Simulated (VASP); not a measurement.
# Si5C4 in VASP: further runs

Runs on Si5C4. Level: PBE. Tasks: single point.

All numbers are computed with VASP 6.6.1; they aren't measurements. Logs are shortened: lines on timing, memory, paths and dates and some standing lists are left out, and cuts for length are marked.

## (1) The cell of the first run

The cell holds a slab with vacuum, 9 atoms: a = 3.092 Å, b = 5.074 Å, c = 18.969 Å, α = 90.00°, β = 90.00°, γ = 90.00°.

## (2) Single point, PBE, collinear spin

File INCAR:

```
PREC = Accurate
ENCUT = 520
EDIFF = 1E-6
ISMEAR = 0
SIGMA = 0.05
LREAL = False
LASPH = True
NELM = 150
ALGO = Normal
ISIF = 2
LWAVE = False
LCHARG = True
ISPIN = 2
MAGMOM = 0 0 0 0 2 0 0 0 0
LORBIT = 11
LDIPOL = True
IDIPOL = 3
DIPOL = 0.5 0.5 0.325
GGA = PE
LELF = True
LVHAR = True
LVACPOTAV = True
NBANDS = 32
```

File KPOINTS:

```
Automatic mesh
0
Gamma
  9 5 1
```

File POSCAR:

```
Si5C4
1.0
    3.0920147377      0.0000000000      0.0000000000
    0.0000000000      5.0738209500      0.0000000000
    0.0000000000      0.0000000000     18.9686852044
Si C
5 4
Direct
    0.0000000000      0.9954360498      0.2108738669
    0.5000000000      0.4954360498      0.2579297257
    0.5000000000      0.9936729075      0.3565277077
    0.0000000000      0.4650510040      0.3853429996
    0.0000000000      0.1238203333      0.4967489962
    0.0000000000      0.6195639502      0.2108738669
    0.5000000000      0.1195639502      0.2579297257
    0.5000000000      0.6250368441      0.3569005348
    0.0000000000      0.1238203333      0.3937376325
```

Potentials or basis: VASP PAW PBE potentials, release 64 (Si, C).

Launch:

```sh
cat potpaw_PBE.64/Si/POTCAR potpaw_PBE.64/C/POTCAR > POTCAR
mpirun -np 1 vasp_std > vasp.out
```

OUTCAR:

```text
PREC = Accurate
   ENCUT = 520
   EDIFF = 1E-6
   ISMEAR = 0
   LREAL = False
   LASPH = True
   NELM = 150
   ISIF = 2
   ISPIN = 2
   LORBIT = 11
   GGA = PE

 ion  position               nearest neighbor table
   1  0.000  0.995  0.211-   7 1.89   7 1.89   6 1.91   2 3.10   2 3.10   2 3.10   2 3.10
   2  0.500  0.495  0.258-   6 1.89   6 1.89   7 1.91   8 1.99   4 2.87   4 2.87   1 3.10   1 3.10
                             1 3.10   1 3.10   3 3.14
   3  0.500  0.994  0.357-   9 1.82   9 1.82   8 1.87   7 1.98   4 2.90   4 2.90   4 3.14   4 3.14
                             2 3.14   5 3.15   5 3.15
   4  0.000  0.465  0.385-   9 1.74   8 1.83   8 1.83   5 2.73   2 2.87   2 2.87   3 2.90   3 2.90
                             3 3.14   3 3.14
   5  0.000  0.124  0.497-   9 1.95   4 2.73   3 3.15   3 3.15
   6  0.000  0.620  0.211-   2 1.89   2 1.89   1 1.91
   7  0.500  0.120  0.258-   1 1.89   1 1.89   2 1.91   3 1.98
   8  0.500  0.625  0.357-   4 1.83   4 1.83   3 1.87   2 1.99
   9  0.000  0.124  0.394-   4 1.74   3 1.82   3 1.82   5 1.95

  LATTYP: Found a simple orthorhombic cell.
 ALAT       =     3.0920147377
 B/A-ratio  =     1.6409433267
 C/A-ratio  =     6.1347331153

  Lattice vectors:

 A1 = (   3.0920147377,   0.0000000000,   0.0000000000)
 A2 = (   0.0000000000,   5.0738209500,   0.0000000000)
 A3 = (   0.0000000000,   0.0000000000,  18.9686852044)

Analysis of symmetry for initial positions (statically):
=====================================================================
 Subroutine PRICEL returns:
 Original cell was already a primitive cell.

 Routine SETGRP: Setting up the symmetry group for a
 simple orthorhombic supercell.

 Subroutine GETGRP returns: Found  2 space group operations
 (whereof  2 operations were pure point group operations)
 out of a pool of  8 trial point group operations.

The static configuration has the point symmetry C_1h.

Analysis of symmetry for dynamics (positions and initial velocities):
=====================================================================
 Subroutine PRICEL returns:
 Original cell was already a primitive cell.

 Routine SETGRP: Setting up the symmetry group for a
 simple orthorhombic supercell.

 Subroutine GETGRP returns: Found  2 space group operations
 (whereof  2 operations were pure point group operations)
 out of a pool of  8 trial point group operations.

The dynamic configuration has the point symmetry C_1h.

Analysis of structural, dynamic, and magnetic symmetry:
=====================================================================
 Subroutine PRICEL returns:
 Original cell was already a primitive cell.

 Routine SETGRP: Setting up the symmetry group for a
 simple orthorhombic supercell.

 Subroutine GETGRP returns: Found  2 space group operations
 (whereof  2 operations were pure point group operations)
 out of a pool of  8 trial point group operations.

The overall configuration has the point symmetry C_1h.

 Subroutine INISYM returns: Found  2 space group operations
 (whereof  2 operations are pure point group operations),
 and found     1 'primitive' translations

----------------------------------------------------------------------------------------

                                     Primitive cell

  volume of cell :     297.5870

  direct lattice vectors                    reciprocal lattice vectors
     3.092014738  0.000000000  0.000000000     0.323413724  0.000000000  0.000000000
     0.000000000  5.073820950  0.000000000     0.000000000  0.197090124  0.000000000
     0.000000000  0.000000000 18.968685204     0.000000000  0.000000000  0.052718467

  length of vectors
     3.092014738  5.073820950 18.968685204     0.323413724  0.197090124  0.052718467

  position of ions in fractional coordinates (direct lattice)
     0.000000000  0.995436050  0.210873867
     0.500000000  0.495436050  0.257929726
     0.500000000  0.993672907  0.356527708
     0.000000000  0.465051004  0.385343000
     0.000000000  0.123820333  0.496748996
     0.000000000  0.619563950  0.210873867
     0.500000000  0.119563950  0.257929726
     0.500000000  0.625036844  0.356900535
     0.000000000  0.123820333  0.393737632

  ion indices of the primitive-cell ions
   primitive index   ion index
                 1           1
                 2           2
[... 63 lines left out ...]
   ISPIN  =      2    spin polarized calculation?
   LNONCOLLINEAR =      F non collinear calculations
   LSORBIT =      F    spin-orbit coupling
   LASPH  =      T    aspherical Exc in radial PAW
   ENCUT  =  520.0 eV  38.22 Ry    6.18 a.u.   5.75  9.43 35.27*2*pi/ulx,y,z
   NELM   =    150;   NELMIN=  2; NELMDL= -5     # of ELM steps
   EDIFF  = 0.1E-05   stopping-criterion for ELM
   LREAL  =      F    real-space projection
   EDIFFG = 0.1E-04   stopping-criterion for IOM
   NSW    =      0    number of steps for IOM
   IBRION =     -1    ionic relax: 0-MD 1-quasi-New 2-CG
   NFREE  =      0    steps in history (QN), initial steepest desc. (CG)
   ISIF   =      2    stress and relaxation
   ISYM   =      2    0-nonsym 1-usesym 2-fastsym
   POTIM  = 0.5000    time-step for ionic-motion
   TEBEG  =    0.0;   TEEND  =   0.0 temperature during run
   PSTRESS=    0.0 pullay stress
   NELECT =      36.0000    total number of electrons
   NUPDOWN=      -1.0000    fix difference up-down
   EMIN   =  10.00;   EMAX   =-10.00  energy-range for DOS
   EFERMI =   0.00;   METHOD = LEGACY
   ISMEAR =     0;   SIGMA  =   0.05  broadening in eV -4-tet -1-fermi 0-gaus
   EFERMI_NEDOS =   21; number of points for ismear=-14 and -15
   IALGO  =     38    algorithm
   IMIX   =      4    mixing-type and parameters
     AMIX     =   0.40;   BMIX     =  1.00
     AMIX_MAG =   1.60;   BMIX_MAG =  1.00
  volume/ion in A,a.u.               =      33.07       223.14
  Fermi-wavevector in a.u.,A,eV,Ry     =   0.809663  1.530041  8.919359  0.655554
  Thomas-Fermi vector in A             =   1.918696
   LORBIT       =     11    0 simple, 1 ext, 2 COOP (PROOUT), +10 PAW based schemes
   GGA     = PE    functional components
   LHFCALC =     F    Hartree Fock is set to
   AEXX    =    0.0000 exact exchange contribution
   IVDW    =     0    specifies the selected vdW correction
   LEPSILON=     F    determine dielectric tensor
   LRPA    =     F    only Hartree local field effects (RPA)
 spin polarized calculation
 Gauss-broadening in eV      SIGMA  =   0.05
  energy-cutoff  :      520.00
  volume of cell :      297.59
 maximum number of plane-waves:      8052
 NGX is ok and might be reduce to    24
   NGX = 11   NGY = 19   NGZ = 71

 number of electron      35.9999997 magnetization       0.2171749

 dipolmoment           0.000000      0.000000     -0.006125 electrons x Angstroem

 Free energy of the ion-electron system (eV)
  ---------------------------------------------------
  ext. energy  EPLUGINS =         0.00000000
  ---------------------------------------------------
  free energy    TOTEN  =       -59.40070237 eV

  energy without entropy =      -59.39646834  energy(sigma->0) =      -59.39858535

 E-fermi :  -0.2254     XC(G=0):  -4.7652

 val. band max:       -0.2309128718   @ k =   0.3333   0.4000   0.0000
 cond. band min:      -0.2172609235   @ k =   0.0000   0.0000   0.0000
 fundamental gap:      0.0136519483
 Fermi energy:        -0.2254113935

 spin component 1

 k-point     1 :       0.0000    0.0000    0.0000
  band No.  band energies     occupation
      1     -16.4823      1.00000
      2     -14.3264      1.00000
      3     -13.1366      1.00000
      4     -11.1759      1.00000
      5      -9.7657      1.00000
      6      -8.9366      1.00000
[... 484 lines left out ...]
     29       5.7072      0.00000
     30       6.2114      0.00000
 Fermi energy:        -0.2254113935

 spin component 2

 k-point     1 :       0.0000    0.0000    0.0000
  band No.  band energies     occupation
      1     -16.4608      1.00000
      2     -14.3184      1.00000
      3     -13.1206      1.00000
      4     -11.1572      1.00000
      5      -9.7345      1.00000
      6      -8.8998      1.00000
[... 484 lines left out ...]
     29       5.7323      0.00000
     30       6.2335      0.00000
 [bands above 30 left out]

------------------------ aborting loop because EDIFF is reached ----------------------------------------

  FORCE on cell =-STRESS in cart. coord.  units (eV):
  Direction    XX          YY          ZZ          XY          YZ          ZX
  --------------------------------------------------------------------------------------
  -------------------------------------------------------------------------------------
  Total        0.3318165      1.0792294     -2.4740583      0.0000000      1.4592947      0.0000000
  in kB        1.7864657      5.8104587    -13.3200725      0.0000000      7.8566908      0.0000000
  external PRESSURE =      -1.9077160 kB  Pullay stress =       0.0000000 kB

 VOLUME and BASIS-vectors are now :
 -----------------------------------------------------------------------------
  energy-cutoff  :      520.00
  volume of cell :      297.59
      direct lattice vectors                 reciprocal lattice vectors
     3.092014738  0.000000000  0.000000000     0.323413724  0.000000000  0.000000000
     0.000000000  5.073820950  0.000000000     0.000000000  0.197090124  0.000000000
     0.000000000  0.000000000 18.968685204     0.000000000  0.000000000  0.052718467

 POSITION                                       TOTAL-FORCE (eV/Angst)
 -----------------------------------------------------------------------------------
      0.00000      5.05066      4.00000         0.000000     -2.044056      1.774764
      1.54601      2.51375      4.89259         0.000000      0.901581     -2.586216
      1.54601      5.04172      6.76286         0.000000     -1.059574     -2.084324
      0.00000      2.35959      7.30945         0.000000      2.456857      1.402292
      0.00000      0.62824      9.42268         0.000000      0.445917     -0.006401
      0.00000      3.14356      4.00000         0.000000      1.170301      1.429991
      1.54601      0.60665      4.89259         0.000000      0.281635     -0.189283
      1.54601      3.17133      6.76993         0.000000     -0.355985     -0.411773
      0.00000      0.62824      7.46869         0.000000     -1.796675      0.670950
 -----------------------------------------------------------------------------------
    total drift:                                0.000000     -0.000158      0.000743

  FREE ENERGIE OF THE ION-ELECTRON SYSTEM (eV)
  ---------------------------------------------------
  free  energy   TOTEN  =       -59.4007023681 eV

  energy  without entropy=      -59.3964683351  energy(sigma->0) =      -59.39858535

 vacuum level on the upper side and lower side of the slab         4.634         4.707

 total charge

# of ion       s       p       d       tot
------------------------------------------
    1        0.747   0.870   0.000   1.617
    2        0.709   0.921   0.000   1.630
    3        0.715   0.961   0.000   1.676
    4        0.736   1.002   0.000   1.738
    5        0.880   0.654   0.000   1.534
    6        0.856   1.529   0.000   2.385
    7        0.845   1.637   0.000   2.482
    8        0.846   1.695   0.000   2.540
    9        0.861   1.761   0.000   2.622
--------------------------------------------------
tot          7.194  11.030   0.000  18.224

 magnetization (x)

# of ion       s       p       d       tot
------------------------------------------
    1       -0.003  -0.009   0.000  -0.013
    2        0.000   0.001   0.000   0.001
    3        0.001   0.003   0.000   0.003
    4        0.003   0.026   0.000   0.029
    5        0.004   0.030   0.000   0.033
    6        0.002   0.013   0.000   0.014
    7        0.000  -0.000   0.000  -0.000
    8        0.001   0.007   0.000   0.007
    9        0.000   0.005   0.000   0.005
--------------------------------------------------
tot          0.007   0.074   0.000   0.080
```

Run time: 13 min. Hardware: 1 thread of AMD EPYC 7R43 (Zen 3), shared host; peak memory 0.52 GiB.

What came out:

```yaml
Free_energy: -59.4007 eV
Largest_force: 2.829 eV/Å
Net_moment: 0.22 μB per cell
Site_moments: Si -0.01, +0.00, +0.03; C +0.01, -0.00 μB
Valence_electrons_inside_the_program's_atomic_spheres: Si 1.62, 1.63, 1.68, 1.74, 1.53; C 2.38, 2.48, 2.54, 2.62
```

Forces on the atoms (eV/Å):
```
Si   0.000 -2.044  1.775
Si   0.000  0.902 -2.586
Si   0.000 -1.060 -2.084
Si   0.000  2.457  1.402
Si   0.000  0.446 -0.006
C    0.000  1.170  1.430
C    0.000  0.282 -0.189
C    0.000 -0.356 -0.412
C    0.000 -1.797  0.671
```

Levels at points of the mesh, in eV from the Fermi level:
Spin up:
```tsv
k point	band 14	band 15	band 16	band 17	band 18	band 19	band 20	band 21	band 22	band 23
(0.00, 0.00, 0.00)	-2.63	-2.07	-0.89	-0.68	0.01	0.82	1.84	2.36	3.35	3.54
```
Spin down:
```
           k point  band 16  band 17  band 18  band 19  band 20  band 21
(0.00, 0.00, 0.00)    -0.85    -0.67     0.16     0.82     1.94     2.42
```

## (3) Single point, PBE, collinear spin

File INCAR:

```
PREC     = Accurate       # precision mode
ENCUT    = 520            # plane-wave cutoff, eV
EDIFF    = 1E-6           # SCF threshold, eV
ISMEAR   = 0              # smearing method
SIGMA    = 0.05           # smearing width, eV
LREAL    = F              # projectors in reciprocal space
LASPH    = T              # aspherical terms in the spheres
NELM     = 150            # most SCF steps
ALGO     = Normal         # electronic algorithm
ISIF     = 2              # what is computed and relaxed
LWAVE    = F              # write WAVECAR
LCHARG   = F              # write CHGCAR
ISPIN    = 2              # spin polarisation
MAGMOM   = 0 0 0 0 2 0 0 0 0 # initial moments
LORBIT   = 11             # projections on sites
LDIPOL   = T            
IDIPOL   = 3            
DIPOL    = 0.5 0.5 0.327
GGA      = PE             # functional
NBANDS   = 32             # bands
```

KPOINTS is that of step 2.

POSCAR: that of step 2 with these lines changed.

```diff
@@ -12,3 +12,3 @@
     0.0000000000      0.4650510040      0.3853429996
-    0.0000000000      0.1238203333      0.4967489962
+    0.0000000000      0.4571536666      0.5101388649
     0.0000000000      0.6195639502      0.2108738669
```

Potentials or basis: VASP PAW PBE potentials, release 64 (Si, C).

Launch:

```sh
cat potpaw_PBE.64/Si/POTCAR potpaw_PBE.64/C/POTCAR > POTCAR
mpirun -np 1 vasp_std > vasp.out
```

Wall time 14 min (1 thread of AMD EPYC 7R43 (Zen 3), shared host); peak memory 0.53 GiB.

The run converged. Its results:

```
Free energy                                           : -58.5994 eV
Largest force                                         : 2.747 eV/Å
Net moment                                            : 0.25 μB per cell
Site moments                                          : Si +0.01, +0.00, +0.02, +0.04; C +0.00, +0.01 μB
Valence electrons inside the program's atomic spheres : Si 1.61, 1.64, 1.68, 1.77, 1.52; C 2.38, 2.48, 2.55, 2.53
```

Forces on the atoms (eV/Å):
```
Si   0.000 -2.090  1.783
Si   0.000  0.885 -2.223
Si   0.000 -0.761 -0.108
Si   0.000  2.058  1.184
Si   0.000 -0.689 -0.023
C    0.000  1.256  1.312
C    0.000  0.291 -0.677
C    0.000 -0.166 -1.536
C    0.000 -0.784  0.288
```

Levels at points of the mesh, in eV from the Fermi level:
Spin up:
```
           k point  band 15  band 16  band 17  band 18  band 19  band 20  band 21  band 22
(0.00, 0.00, 0.00)    -1.47    -0.61    -0.33    -0.18     0.94     1.58     3.09     3.85
```
Spin down:
| k point | band 16 | band 17 | band 18 | band 19 | band 20 | band 21 |
| --- | --- | --- | --- | --- | --- | --- |
| (0.00, 0.00, 0.00) | -0.48 | -0.33 | -0.12 | 1.01 | 1.64 | 3.11 |

## (4) Single point, PBE, collinear spin

File INCAR:

```
SYSTEM = Si5C4
PREC     = Accurate       ! precision mode
ENCUT    = 520            ! plane-wave cutoff, eV
EDIFF    = 1E-6           ! SCF threshold, eV
ISMEAR   = 0              ! smearing method
SIGMA    = 0.05           ! smearing width, eV
LREAL    = .FALSE.        ! projectors in reciprocal space
LASPH    = .TRUE.         ! aspherical terms in the spheres
NELM     = 150            ! most SCF steps
ALGO     = Normal         ! electronic algorithm
ISIF     = 2              ! what is computed and relaxed
LWAVE    = .FALSE.        ! write WAVECAR
LCHARG   = .FALSE.        ! write CHGCAR
ISPIN    = 2              ! spin polarisation
MAGMOM   = 0 0 0 0 2 0 0 0 0 ! initial moments
LORBIT   = 11             ! projections on sites
LDIPOL   = .TRUE.       
IDIPOL   = 3            
DIPOL    = 0.5 0.5 0.323
GGA      = PE             ! functional
NBANDS   = 32             ! bands
```

File KPOINTS:

```
Automatic mesh
0
G
  9 5 1
  0 0 0
```

POSCAR: that of step 3 with these lines changed.

```diff
@@ -12,3 +12,3 @@
     0.0000000000      0.4650510040      0.3853429996
-    0.0000000000      0.4571536666      0.5101388649
+    0.5000000000      0.7904870000      0.4768613304
     0.0000000000      0.6195639502      0.2108738669
```

Launch:

```sh
cat potpaw_PBE.64/Si/POTCAR potpaw_PBE.64/C/POTCAR > POTCAR
mpirun -np 1 vasp_std > vasp.out
```

Run time: 12 min. Hardware: 1 thread of Intel Xeon 6975P-C, shared host; peak memory 0.57 GiB.

The run converged. Its results:

```yaml
Free_energy: -58.3102 eV
Largest_force: 3.344 eV/Å
Net_moment: 0.10 μB per cell
Site_moments: Si +0.04, +0.00, -0.00; C -0.01, -0.00 μB
Valence_electrons_inside_the_program's_atomic_spheres: Si 1.62, 1.63, 1.69, 1.73, 1.50; C 2.39, 2.48, 2.55, 2.53
```

Forces in eV/Å, atoms in the order of the input:
```
Si   0.000 -1.840  1.651
Si   0.000  0.844 -3.236
Si   0.000  0.442 -1.977
Si   0.000  1.352  2.528
Si   0.000 -0.849 -0.002
C    0.000  0.972  1.704
C    0.000  0.168 -0.496
C    0.000  0.334 -0.428
C    0.000 -1.424  0.256
```

Levels at points of the mesh, in eV from the Fermi level:
Spin up:
```tsv
k point	band 15	band 16	band 17	band 18	band 19	band 20	band 21	band 22
(0.00, 0.00, 0.00)	-2.13	-1.30	-0.87	-0.28	0.26	1.15	1.81	3.21
```
Spin down:
| k point | band 15 | band 16 | band 17 | band 18 | band 19 | band 20 | band 21 | band 22 |
| --- | --- | --- | --- | --- | --- | --- | --- | --- |
| (0.00, 0.00, 0.00) | -2.13 | -1.31 | -0.88 | -0.26 | 0.34 | 1.22 | 1.82 | 3.22 |

## (5) Single point, PBE, collinear spin

File INCAR:

```
SYSTEM = Si5C4
PREC = Accurate ; ENCUT = 520
EDIFF = 1E-7 ; ISMEAR = 0
SIGMA = 0.05 ; LREAL = .FALSE.
LASPH = .TRUE. ; NELM = 150
ALGO = Normal ; ISIF = 2
LWAVE = .FALSE. ; LCHARG = .FALSE.
ISPIN = 2 ; MAGMOM = 0 0 0 0 2 0 0 0 0
LORBIT = 11 ; LDIPOL = .TRUE.
IDIPOL = 3 ; DIPOL = 0.5 0.5 0.325
GGA = PE ; NBANDS = 32
```

KPOINTS is that of step 4.

POSCAR: that of step 4 with these lines changed.

```diff
@@ -12,3 +12,3 @@
     0.0000000000      0.4650510040      0.3853429996
-    0.5000000000      0.7904870000      0.4768613304
+    0.5000000000      0.2904870000      0.4938433106
     0.0000000000      0.6195639502      0.2108738669
```

Launch:

```sh
cat potpaw_PBE.64/Si/POTCAR potpaw_PBE.64/C/POTCAR > POTCAR
mpirun -np 1 vasp_std > vasp.out
```

It took 15 min on 1 thread of Intel Xeon 6975P-C, shared host; peak memory 0.58 GiB.

The run converged. Its results:

```yaml
Free_energy: -58.3740 eV
Largest_force: 2.771 eV/Å
Band_gap_on_the_k_mesh: 0.09 eV, indirect (least direct gap 0.16 eV)
Net_moment: 0.00 μB per cell
Valence_electrons_inside_the_program's_atomic_spheres: Si 1.61, 1.64, 1.67, 1.74, 1.48; C 2.39, 2.48, 2.55
```

Forces in eV/Å, atoms in the order of the input:
```
Si   0.000 -1.946  1.748
Si   0.000  0.890 -2.609
Si   0.000 -1.081 -1.219
Si   0.000  2.014  1.903
Si   0.000  0.074 -0.008
C    0.000  1.067  1.430
C    0.000  0.277 -0.389
C    0.000 -0.063 -1.129
C    0.000 -1.231  0.273
```

Levels at points of the mesh, in eV from the valence-band top:
Spin up:
| k point | band 15 | band 16 | band 17 | band 18 | band 19 | band 20 | band 21 | band 22 |
| --- | --- | --- | --- | --- | --- | --- | --- | --- |
| (0.00, 0.00, 0.00) | -2.00 | -1.02 | -0.72 | -0.45 | 0.85 | 1.90 | 2.44 | 3.32 |
Spin down:
```csv
k point,band 16,band 17,band 18,band 19,band 20,band 21
"(0.00, 0.00, 0.00)",-1.02,-0.72,-0.45,0.85,1.90,2.44
```
